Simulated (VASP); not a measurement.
# ZnO (sol) in VASP: notebook

ZnO (sol) is run at these levels: PBEsol; tasks: single point.

All numbers are computed with VASP 6.6.1; they aren't measurements. Logs are shortened: lines on timing, memory, paths and dates and some standing lists are left out, and cuts for length are marked.

## Step 1: The cell of the first run

It takes space group P6_3mc (No. 186, hexagonal). The conventional cell has a = 3.231 Å, b = 3.231 Å, c = 5.216 Å, α = 90.00°, β = 90.00°, γ = 120.00°. Zn (site symmetry 3m) has 3 O at 1.87 Å within 2.5 Å. Within 2.5 Å of O (site symmetry 3m) lie 3 Zn at 1.87 Å.

## Step 2: Single point, PBEsol

File INCAR:

```
  PREC = Accurate
  ENCUT = 520
  EDIFF = 1E-7
  ISMEAR = 0
  SIGMA = 0.01
  LREAL = F
  LASPH = T
  NELM = 100
  ALGO = Normal
  ISIF = 2
  LWAVE = F
  LCHARG = F
  GGA = PS
  NBANDS = 26
```

File KPOINTS:

```
Automatic mesh
0
Gamma
  9 9 6
```

File POSCAR:

```
ZnO
1.0
    3.2309096810      0.0000000000      0.0000000000
   -1.6154548405      2.7980498610      0.0000000000
    0.0000000000      0.0000000000      5.2156080124
Zn O
2 2
Direct
    0.3333333333      0.6666666667     -0.0529470020
    0.6666666667      0.3333333333      0.4470529980
    0.3333333333      0.6666666667      0.4349470020
    0.6666666667      0.3333333333      0.9349470020
```

Potentials or basis: VASP PAW PBE potentials, release 64 (Zn, O).

Command:

```
$ cat potpaw_PBE.64/Zn/POTCAR potpaw_PBE.64/O/POTCAR > POTCAR
$ mpirun -np 1 vasp_std > vasp.out
```

OUTCAR:

```text
PREC = Accurate
   ENCUT = 520
   EDIFF = 1E-7
   ISMEAR = 0
   LREAL = F
   LASPH = T
   NELM = 100
   ISIF = 2
   GGA = PS

 ion  position               nearest neighbor table
   1  0.333  0.667  0.947-   4 1.87   4 1.87   4 1.87
   2  0.667  0.333  0.447-   3 1.87   3 1.87   3 1.87
   3  0.333  0.667  0.435-   2 1.87   2 1.87   2 1.87
   4  0.667  0.333  0.935-   1 1.87   1 1.87   1 1.87

  LATTYP: Found a hexagonal cell.
 ALAT       =     3.2309096810
 C/A-ratio  =     1.6142846837

  Lattice vectors:

 A1 = (   3.2309096810,   0.0000000000,   0.0000000000)
 A2 = (  -1.6154548405,   2.7980498610,   0.0000000000)
 A3 = (   0.0000000000,   0.0000000000,   5.2156080124)

Analysis of symmetry for initial positions (statically):
=====================================================================
 Subroutine PRICEL returns:
 Original cell was already a primitive cell.

 Routine SETGRP: Setting up the symmetry group for a
 hexagonal supercell.

 Subroutine GETGRP returns: Found 12 space group operations
 (whereof  6 operations were pure point group operations)
 out of a pool of 24 trial point group operations.

The static configuration has the point symmetry C_3v.
 The point group associated with its full space group is C_6v.

Analysis of symmetry for dynamics (positions and initial velocities):
=====================================================================
 Subroutine PRICEL returns:
 Original cell was already a primitive cell.

 Routine SETGRP: Setting up the symmetry group for a
 hexagonal supercell.

 Subroutine GETGRP returns: Found 12 space group operations
 (whereof  6 operations were pure point group operations)
 out of a pool of 24 trial point group operations.

The dynamic configuration has the point symmetry C_3v.
 The point group associated with its full space group is C_6v.

 Subroutine INISYM returns: Found 12 space group operations
 (whereof  6 operations are pure point group operations),
 and found     1 'primitive' translations

----------------------------------------------------------------------------------------

                                     Primitive cell

  volume of cell :      47.1504

  direct lattice vectors                    reciprocal lattice vectors
     3.230909681  0.000000000  0.000000000     0.309510354  0.178695886  0.000000000
    -1.615454840  2.798049861  0.000000000     0.000000000  0.357391773  0.000000000
     0.000000000  0.000000000  5.215608012     0.000000000  0.000000000  0.191732200

  length of vectors
     3.230909681  3.230909681  5.215608012     0.357391773  0.357391773  0.191732200

  position of ions in fractional coordinates (direct lattice)
     0.333333333  0.666666667  0.947052998
     0.666666667  0.333333333  0.447052998
     0.333333333  0.666666667  0.434947002
     0.666666667  0.333333333  0.934947002

  ion indices of the primitive-cell ions
   primitive index   ion index
                 1           1
                 2           2
                 3           3
                 4           4

----------------------------------------------------------------------------------------

 KPOINTS: Automatic mesh

Automatic generation of k-mesh.
 Grid dimensions read from file:
 generate k-points for:    9    9    6

 Generating k-lattice:

  Cartesian coordinates                     Fractional coordinates (reciprocal lattice)
     0.034390039  0.019855098  0.000000000     0.111111111 -0.000000000  0.000000000
     0.000000000  0.039710197  0.000000000     0.000000000  0.111111111  0.000000000
     0.000000000  0.000000000  0.031955367     0.000000000  0.000000000  0.166666667

  Length of vectors
     0.039710197  0.039710197  0.031955367

  Shift w.r.t. Gamma in fractional coordinates (k-lattice)
     0.000000000  0.000000000  0.000000000

 Subroutine IBZKPT returns following result:
 ===========================================

 Found     48 irreducible k-points:

 Following reciprocal coordinates:
            Coordinates               Weight
  0.000000  0.000000  0.000000      1.000000
  0.111111 -0.000000  0.000000      6.000000
  0.222222 -0.000000  0.000000      6.000000
  0.333333 -0.000000  0.000000      6.000000
  0.444444 -0.000000  0.000000      6.000000
  0.111111  0.111111  0.000000      6.000000
[... 16 lines left out ...]
  0.333333  0.222222  0.166667     24.000000
  0.333333  0.333333  0.166667      4.000000
 [... further k-points ...]
   k-points           NKPTS =     48   k-points in BZ     NKDIM =     48   number of bands    NBANDS=     26
   number of dos      NEDOS =    301   number of ions     NIONS =      4
   total plane-waves  NPLWV =  23040
   dimension x,y,z NGX =    24 NGY =   24 NGZ =   40
   dimension x,y,z NGXF=    48 NGYF=   48 NGZF=   80
   ions per type =               2   2
   NGX,Y,Z   is equivalent  to a cutoff of  12.35, 12.35, 12.75 a.u.
   NGXF,Y,Z  is equivalent  to a cutoff of  24.70, 24.70, 25.50 a.u.
 SYSTEM =  unknown system
   PREC   = accura    normal or accurate (medium, high low for compatibility)
   ISTART =      0    job   : 0-new  1-cont  2-samecut
   ICHARG =      2    charge: 1-file 2-atom 10-const
   ISPIN  =      1    spin polarized calculation?
   LNONCOLLINEAR =      F non collinear calculations
   LSORBIT =      F    spin-orbit coupling
   LASPH  =      T    aspherical Exc in radial PAW
   ENCUT  =  520.0 eV  38.22 Ry    6.18 a.u.   6.01  6.01  9.70*2*pi/ulx,y,z
   NELM   =    100;   NELMIN=  2; NELMDL= -5     # of ELM steps
   EDIFF  = 0.1E-06   stopping-criterion for ELM
   LREAL  =      F    real-space projection
   EDIFFG = 0.1E-05   stopping-criterion for IOM
   NSW    =      0    number of steps for IOM
   IBRION =     -1    ionic relax: 0-MD 1-quasi-New 2-CG
   NFREE  =      0    steps in history (QN), initial steepest desc. (CG)
   ISIF   =      2    stress and relaxation
   ISYM   =      2    0-nonsym 1-usesym 2-fastsym
   POTIM  = 0.5000    time-step for ionic-motion
   TEBEG  =    0.0;   TEEND  =   0.0 temperature during run
   PSTRESS=    0.0 pullay stress
   NELECT =      36.0000    total number of electrons
   NUPDOWN=      -1.0000    fix difference up-down
   EMIN   =  10.00;   EMAX   =-10.00  energy-range for DOS
   EFERMI =   0.00;   METHOD = LEGACY
   ISMEAR =     0;   SIGMA  =   0.01  broadening in eV -4-tet -1-fermi 0-gaus
   EFERMI_NEDOS =   21; number of points for ismear=-14 and -15
   IALGO  =     38    algorithm
   IMIX   =      4    mixing-type and parameters
     AMIX     =   0.40;   BMIX     =  1.00
     AMIX_MAG =   1.60;   BMIX_MAG =  1.00
  volume/ion in A,a.u.               =      11.79        79.55
  Fermi-wavevector in a.u.,A,eV,Ry     =   1.496284  2.827566 30.461604  2.238865
  Thomas-Fermi vector in A             =   2.608320
   LORBIT       =      0    0 simple, 1 ext, 2 COOP (PROOUT), +10 PAW based schemes
   GGA     = PS    functional components
   LHFCALC =     F    Hartree Fock is set to
   AEXX    =    0.0000 exact exchange contribution
   IVDW    =     0    specifies the selected vdW correction
   LEPSILON=     F    determine dielectric tensor
   LRPA    =     F    only Hartree local field effects (RPA)
 non-spin polarized calculation
 Gauss-broadening in eV      SIGMA  =   0.01
  energy-cutoff  :      520.00
  volume of cell :       47.15
 maximum number of plane-waves:      1290
   NGX = 13   NGY = 13   NGZ = 19

 number of electron      36.0000035 magnetization

 Free energy of the ion-electron system (eV)
  ---------------------------------------------------
  ext. energy  EPLUGINS =         0.00000000
  ---------------------------------------------------
  free energy    TOTEN  =       -18.86264335 eV

  energy without entropy =      -18.86264335  energy(sigma->0) =      -18.86264335

 E-fermi :   1.3734     XC(G=0): -11.2147

 val. band max:        1.3288597084   @ k =   0.0000   0.0000   0.0000
 cond. band min:       2.1496560953   @ k =   0.0000   0.0000   0.0000
 fundamental gap:      0.8207963869
 Fermi energy:         1.3733629646

 k-point     1 :       0.0000    0.0000    0.0000
  band No.  band energies     occupation
      1     -17.1248      2.00000
      2     -16.4450      2.00000
      3      -5.2035      2.00000
      4      -5.2035      2.00000
      5      -5.1568      2.00000
      6      -5.1568      2.00000
[... 18 lines left out ...]
     25      15.0510      0.00000
     26      16.1751      0.00000

 k-point     2 :       0.1111   -0.0000    0.0000
  band No.  band energies     occupation
      1     -17.0487      2.00000
      2     -16.4017      2.00000
      3      -5.2419      2.00000
      4      -5.1913      2.00000
      5      -5.1247      2.00000
      6      -5.0566      2.00000
[... 18 lines left out ...]
     25      15.2163      0.00000
     26      15.4798      0.00000

 k-point     3 :       0.2222   -0.0000    0.0000
  band No.  band energies     occupation
      1     -16.8457      2.00000
      2     -16.2958      2.00000
      3      -5.3465      2.00000
      4      -5.1877      2.00000
      5      -4.8918      2.00000
      6      -4.7881      2.00000
[... 18 lines left out ...]
     25      14.7204      0.00000
     26      16.6566      0.00000

 k-point     4 :       0.3333   -0.0000    0.0000
  band No.  band energies     occupation
      1     -16.5889      2.00000
      2     -16.1896      2.00000
      3      -5.3890      2.00000
      4      -5.0657      2.00000
      5      -4.5605      2.00000
      6      -4.4292      2.00000
[... 18 lines left out ...]
     25      15.2969      0.00000
     26      16.7351      0.00000

 k-point     5 :       0.4444   -0.0000    0.0000
  band No.  band energies     occupation
      1     -16.3894      2.00000
      2     -16.1451      2.00000
      3      -5.3404      2.00000
      4      -4.8734      2.00000
      5      -4.3116      2.00000
      6      -4.2850      2.00000
[... 18 lines left out ...]
     25      15.6367      0.00000
     26      16.3573      0.00000

 k-point     6 :       0.1111    0.1111    0.0000
  band No.  band energies     occupation
      1     -16.9089      2.00000
      2     -16.3272      2.00000
      3      -5.2871      2.00000
      4      -5.2362      2.00000
      5      -4.9528      2.00000
      6      -4.8779      2.00000
[... 427 lines left out ...]
 k-point    21 :       0.4444    0.1111    0.1667
  band No.  band energies     occupation
      1     -16.3157      2.00000
      2     -16.1517      2.00000
      3      -5.2159      2.00000
      4      -4.8650      2.00000
      5      -4.3140      2.00000
      6      -4.2947      2.00000
[... 18 lines left out ...]
     25      14.0891      0.00000
     26      15.4218      0.00000

 k-point    22 :       0.2222    0.2222    0.1667
  band No.  band energies     occupation
      1     -16.4437      2.00000
      2     -16.1728      2.00000
      3      -5.1833      2.00000
      4      -5.0672      2.00000
      5      -4.3875      2.00000
      6      -4.3769      2.00000
[... 18 lines left out ...]
     25      12.9531      0.00000
     26      16.2448      0.00000

 k-point    23 :       0.3333    0.2222    0.1667
  band No.  band energies     occupation
      1     -16.2818      2.00000
      2     -16.1480      2.00000
      3      -4.9662      2.00000
      4      -4.8199      2.00000
      5      -4.3310      2.00000
      6      -4.2530      2.00000
[... 18 lines left out ...]
     25      13.3941      0.00000
     26      15.4974      0.00000

 k-point    24 :       0.3333    0.3333    0.1667
  band No.  band energies     occupation
      1     -16.1833      2.00000
      2     -16.1833      2.00000
      3      -4.7087      2.00000
      4      -4.7087      2.00000
      5      -4.2812      2.00000
      6      -4.2812      2.00000
[... 18 lines left out ...]
     25      14.0687      0.00000
     26      15.8394      0.00000

 [... further k-points ...]
[... 5 lines left out ...]
  --------------------------------------------------------------------------------------
  -------------------------------------------------------------------------------------
  Total        4.2242021      4.2242021     -1.1888144      0.0000000      0.0000000      0.0000000
  in kB      143.5390490    143.5390490    -40.3961006      0.0000000      0.0000000      0.0000000
  external PRESSURE =      82.2273325 kB  Pullay stress =       0.0000000 kB

 VOLUME and BASIS-vectors are now :
 -----------------------------------------------------------------------------
  energy-cutoff  :      520.00
  volume of cell :       47.15
      direct lattice vectors                 reciprocal lattice vectors
     3.230909681  0.000000000  0.000000000     0.309510354  0.178695886  0.000000000
    -1.615454840  2.798049861  0.000000000     0.000000000  0.357391773  0.000000000
     0.000000000  0.000000000  5.215608012     0.000000000  0.000000000  0.191732200

 POSITION                                       TOTAL-FORCE (eV/Angst)
 -----------------------------------------------------------------------------------
     -0.00000      1.86537      4.93946        -0.000000      0.000000      0.161280
      1.61545      0.93268      2.33165         0.000000      0.000000      0.161280
     -0.00000      1.86537      2.26851         0.000000     -0.000000     -0.161280
      1.61545      0.93268      4.87632        -0.000000     -0.000000     -0.161280
 -----------------------------------------------------------------------------------
    total drift:                               -0.000000     -0.000000     -0.002809

  FREE ENERGIE OF THE ION-ELECTRON SYSTEM (eV)
  ---------------------------------------------------
  free  energy   TOTEN  =       -18.8626433457 eV

  energy  without entropy=      -18.8626433457  energy(sigma->0) =      -18.86264335
```

Wall time 40 s (1 thread of Intel Xeon Platinum 8488C (Sapphire Rapids), shared host); peak memory 0.18 GiB.

What came out:

```yaml
Free_energy: -18.8626 eV
Pressure: 8.2 GPa
Largest_force: 0.161 eV/Å
Band_gap_on_the_k_mesh: 0.82 eV, direct
```

Forces on the atoms (eV/Å):
```
Zn   0.000  0.000  0.161
Zn   0.000  0.000  0.161
O    0.000  0.000 -0.161
O    0.000  0.000 -0.161
```

Stress tensor (GPa, compression positive):
```
14.35  0.00  0.00
 0.00 14.35  0.00
 0.00  0.00 -4.04
```

Caveat: the PAW data sets were made with another functional, which shifts forces and pressure a little.

## Step 3: Single point, PBEsol

File INCAR:

```
SYSTEM = ZnO
ALGO = Normal
EDIFF = 1E-7
ENCUT = 520
GGA = PS
ISIF = 2
ISMEAR = 0
LASPH = .True.
LCHARG = .False.
LREAL = .False.
LWAVE = .False.
NBANDS = 26
NELM = 60
PREC = Accurate
SIGMA = 0.01
```

File KPOINTS:

```
k-points
0
Gamma
  9 9 6
  0 0 0
```

File POSCAR:

```
ZnO
1.0
    3.2309096810      0.0000000000      0.0000000000
   -1.6154548405      2.7980498610      0.0000000000
    0.0000000000      0.0000000000      5.2156080124
Zn O
2 2
Direct
    0.3333333333      0.6666666667     -0.0590000000
    0.6666666667      0.3333333333      0.4410000000
    0.3333333333      0.6666666667      0.4410000000
    0.6666666667      0.3333333333      0.9410000000
```

Potentials or basis: VASP PAW PBE potentials, release 64 (Zn, O).

Command:

```
$ cat potpaw_PBE.64/Zn/POTCAR potpaw_PBE.64/O/POTCAR > POTCAR
$ mpirun -np 1 vasp_std > vasp.out
```

It took 30 s on 1 thread of Intel Xeon Platinum 8488C (Sapphire Rapids), shared host; peak memory 0.18 GiB.

It converged, with:

- Free energy: -18.8524 eV
- Pressure: 8.4 GPa
- Band gap on the k mesh: 0.82 eV, direct

Stress tensor (GPa, compression positive):
```
14.53  0.00  0.00
 0.00 14.53  0.00
 0.00  0.00 -3.97
```

Levels at points of the mesh, in eV from the valence-band top:
```tsv
k point	band 14	band 15	band 16	band 17	band 18	band 19	band 20	band 21	band 22	band 23
(0.00, 0.00, 0.00)	-1.32	-0.32	-0.32	0.00	0.00	0.82	4.68	7.72	12.56	12.56
(0.00, 0.00, 0.50)	-2.88	-0.15	-0.15	-0.15	-0.15	3.20	3.20	9.55	9.55	12.80
```

Caveat: the PAW data sets were made with another functional, which shifts forces and pressure a little.
